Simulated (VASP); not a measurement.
Runs of VASP 6.6.1 on Tc. The structure is that of space group Fm-3m (No. 225), or close to it. The cells are those of the table. This isn't the form of Tc at room conditions, which is hcp.

| task | cell | cutoff (eV) | gap on the mesh (eV) | pressure (GPa) | relaxed volume (Å³/atom) |
| --- | --- | --- | --- | --- | --- |
| single point | a = 2.712 Å, angles 60.0°, 1 atom | 520 | none | -0.7 | - |
| single point | a = 2.712 Å, angles 60.0°, 1 atom | 500 | none | (a) | - |
| relaxation of cell and atoms | relaxed from a = 2.722 Å, angles 60.0°, 1 atom | 500 | none | -0.1 | 14.07 |
| relaxation of cell and atoms | relaxed from a = 2.712 Å, angles 60.0°, 1 atom | 600 | none | 0.0 | 14.08 |

Alike in all rows: level PBEsol; potentials or basis VASP PAW PBE potentials, release 64 (Tc_pv); no spin polarisation; k mesh 8 × 8 × 8; smearing fermi-dirac 0.1 eV.

Estimate the missing entries.

(a) -0.8.

Caveats: the PAW data sets were made with another functional, which shifts forces and pressure a little.

A k mesh can miss the band edges, and the runs leave out spin-orbit coupling on Tc.

A gap of «none» marks levels without a gap at the run's occupations.
